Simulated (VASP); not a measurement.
A run of VASP 6.6.1 is set up as follows.

Contents of INCAR:

```
PREC = Accurate ; ENCUT = 600
EDIFF = 1E-8 ; ISMEAR = 0
SIGMA = 0.01 ; LREAL = F
LASPH = T ; NELM = 60
ALGO = Normal ; ISIF = 3
LWAVE = F ; LCHARG = F
METAGGA = R2SCAN ; LMIXTAU = T
NBANDS = 11 ; IBRION = 6
NFREE = 2 ; POTIM = 0.015
NSW = 1
```

The input KPOINTS:

```
Automatic mesh
0
Gamma
  10 10 10
```

Contents of POSCAR:

```
AlN
1.0
    2.1848998483      2.1848998483      0.0000000000
   -2.1848998483      2.1848998483      0.0000000000
    0.0000000000      2.1848998483      2.1848998483
Al N
1 1
Direct
    0.0000000000      0.0000000000      0.0000000000
    0.2500000000      0.7500000000      0.5000000000
```

Potentials or basis: VASP PAW PBE potentials, release 64 (Al, N).

Command:

```sh
$ cat potpaw_PBE.64/Al/POTCAR potpaw_PBE.64/N/POTCAR > POTCAR
$ mpirun -np 1 vasp_std > vasp.out
```

**Question.** What does it give for the elastic constants C11, C12, C44?

**Answer.** 309, 162, 198 GPa.

**Question.** Estimate the Voigt bulk modulus.

**Answer.** 211 GPa.

**Question.** What does it give for the highest phonon frequency at Γ, LO-TO splitting left out?

**Answer.** 667 cm⁻¹.

Phonon frequencies in cm⁻¹ (negative: imaginary):
| q point | frequencies |
| --- | --- |
| (0.000, 0.000, 0.000) | 0 0 0 667 667 667 |

Caveat: the PAW data sets were made with another functional, which shifts forces and pressure a little.
